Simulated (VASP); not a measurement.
Here is a VASP 6.6.1 calculation.

Contents of INCAR:

```
PREC = Accurate ; ENCUT = 520
EDIFF = 1E-6 ; ISMEAR = -1
SIGMA = 0.1 ; LREAL = F
LASPH = T ; NELM = 60
ALGO = Normal ; ISIF = 2
LWAVE = F ; LCHARG = F
GGA = RP ; NBANDS = 10
```

File KPOINTS:

```
Automatic mesh
0
Gamma
  11 11 11
```

File POSCAR:

```
Na
1.0
    0.0000000000      2.6666620271      2.6666620271
    2.6666620271      0.0000000000      2.6666620271
    2.6666620271      2.6666620271      0.0000000000
Na
1
Direct
    0.0000000000      0.0000000000      0.0000000000
```

Potentials or basis: VASP PAW PBE potentials, release 64 (Na_pv).

Launch:

```sh
$ cat potpaw_PBE.64/Na_pv/POTCAR > POTCAR
$ mpirun -np 1 vasp_std > vasp.out
```

(1) What does it give for the pressure?

## Answers

(1) 0.3 GPa.

Caveat: the PAW data sets were made with another functional, which shifts forces and pressure a little.
